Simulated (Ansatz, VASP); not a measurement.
# Sb in VASP and in Ansatz

```
Sb
1.0
     6.01350    0.00000    0.00000
     0.00000    6.01350    0.00000
     0.00000    0.00000    6.01350
Sb
8
Cartesian
  0.0000 0.0000 0.0000
  3.0068 3.0068 3.0068
  1.5034 0.0000 3.0068
  4.5101 0.0000 3.0068
  3.0068 1.5034 0.0000
  3.0068 4.5101 0.0000
  0.0000 3.0068 1.5034
  0.0000 3.0068 4.5101
```

Alike in both runs: task relaxation of cell and atoms; functional BLYP; k mesh 4 × 4 × 4; occupations fermi-dirac, width 0.1 eV; no spin polarisation.

|  | VASP | Ansatz |
| --- | --- | --- |
| version | VASP 6.6.1 | Ansatz 0.2.0 |
| potentials or method | VASP PAW PBE potentials, release 64 (Sb), cutoff 600 eV | plane waves (420 eV) with PAW, scalar-relativistic |
| valence electrons in the cell | 40 | 120 |

```tsv
	VASP	Ansatz	Ansatz less VASP
relaxed volume (Å³/atom)	31.13	31.09	-0.041
relaxed cell length with the largest relative difference (Å)	6.292	6.289	-0.0028
```

VASP's potentials were made for PBE, not for BLYP. VASP's potentials hold 40 valence electrons a cell and Ansatz's 120, so a difference there can come from the potentials and not from the codes.

Spin-orbit coupling is off throughout.
